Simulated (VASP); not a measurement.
Here is a VASP 6.6.1 calculation.

The input INCAR:

```
SYSTEM = Si2Ni
ALGO = Normal ; EDIFF = 1E-6
ENCUT = 690 ; GGA = PE
GGA_COMPAT = .False. ; ISIF = 2
ISMEAR = -1 ; ISPIN = 2
LASPH = .True. ; LCHARG = .True.
LELF = .True. ; LMAXMIX = 4
LORBIT = 11 ; LREAL = .False.
LVHAR = .True. ; LWAVE = .False.
MAGMOM = 0.5 0 0 ; NBANDS = 24
NELM = 200 ; NUPDOWN = 0.5
PREC = Accurate ; SIGMA = 0.05
```

File KPOINTS:

```
k-points
0
Gamma
  7 7 7
  0 0 0
```

Contents of POSCAR:

```
Si2Ni
1.0
    0.0000000000      2.7030000000      2.7030000000
    2.7030000000      0.0000000000      2.7030000000
    2.7030000000      2.7030000000      0.0000000000
Ni Si
1 2
Direct
    0.0000000000      0.0000000000      0.0000000000
    0.7500000000      0.7500000000      0.7500000000
    0.2500000000      0.2500000000      0.2500000000
```

Potentials or basis: VASP PAW PBE potentials, release 64 (Ni_sv_GW, Si).

Launch:

```console
$ cat potpaw_PBE.64/Ni_sv_GW/POTCAR potpaw_PBE.64/Si/POTCAR > POTCAR
$ mpirun -np 1 vasp_std > vasp.out
```

Problem. Predict the pressure.

Solution. 4.3 GPa.

Caveat: the cell stands under pressure; the total moment is fixed, so each spin has its own Fermi level and the state may be an excited one.
